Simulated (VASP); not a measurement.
Input of a VASP 6.6.1 run:

The input INCAR:

```
SYSTEM = Zr
PREC     = Accurate       ! precision mode
ENCUT    = 520            ! plane-wave cutoff, eV
EDIFF    = 1E-7           ! SCF threshold, eV
ISMEAR   = -1             ! smearing method
SIGMA    = 0.1            ! smearing width, eV
LREAL    = .False.        ! projectors in reciprocal space
LASPH    = .True.         ! aspherical terms in the spheres
NELM     = 100            ! most SCF steps
ALGO     = Normal         ! electronic algorithm
ISIF     = 2              ! what is computed and relaxed
LWAVE    = .False.        ! write WAVECAR
LCHARG   = .False.        ! write CHGCAR
GGA      = PE             ! functional
NBANDS   = 12             ! bands
```

The input KPOINTS:

```
regular mesh
0
Gamma
  16 16 14
  0 0 0
```

POSCAR

```
Zr
1.0
    2.5703218619      0.0000000000      0.0000000000
   -1.2851609309      2.2259640283      0.0000000000
    0.0000000000      0.0000000000      2.5030887107
Zr
1
Direct
    0.0000000000      0.0000000000      0.0000000000
```

Potentials or basis: VASP PAW PBE potentials, release 64 (Zr_sv).

Run with:

```sh
$ cat potpaw_PBE.64/Zr_sv/POTCAR > POTCAR
$ mpirun -np 1 vasp_std > vasp.out
```

Question: What does it give for the pressure?

Answer: 103.1 GPa.

Question: Predict the band gap on the k mesh.

Answer: Zero (bands 6 and 7 overlap by 3.07 eV).

Stress tensor (GPa, compression positive):
```
103.30   0.00   0.00
  0.00 103.30   0.00
  0.00   0.00 102.67
```

Caveat: the cell stands under pressure.
